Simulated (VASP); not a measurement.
Here is a VASP 6.6.1 calculation.

The input INCAR:

```
SYSTEM = Zr
ALGO = Normal
DIPOL = 0.5 0.5 0.500
EDIFF = 1E-6
ENCUT = 400
GGA_COMPAT = .FALSE.
IDIPOL = 3
ISIF = 2
ISMEAR = -1
LASPH = .TRUE.
LCHARG = .FALSE.
LDIPOL = .TRUE.
LREAL = .FALSE.
LWAVE = .FALSE.
NBANDS = 19
NELM = 120
NELMDL = -8
PREC = Accurate
SIGMA = 0.1
```

KPOINTS

```
k-points
0
G
  15 15 1
  0 0 0
```

Contents of POSCAR:

```
Zr
1.0
    3.1435815868      0.0000000000      0.0000000000
   -1.5717907934      2.7224215131      0.0000000000
    0.0000000000      0.0000000000     18.5467000000
Zr
2
Direct
    0.8333333333      0.1666666667      0.4379715729
    0.1666666667      0.8333333333      0.5620284271
```

Potentials or basis: VASP PAW LDA potentials, release 64 (Zr_sv).

Command:

```bash
$ cat potpaw_LDA.64/Zr_sv/POTCAR > POTCAR
$ mpirun -np 1 vasp_std > vasp.out
```

What does it give for the band gap on the k mesh?

Zero (band 12 reaches -0.10 eV, above the bottom of band 13 at -0.78 eV).

Estimate the largest force.

0.012 eV/Å.

Forces on the atoms (eV/Å):
```
Zr   0.000  0.000 -0.012
Zr   0.000  0.000  0.012
```
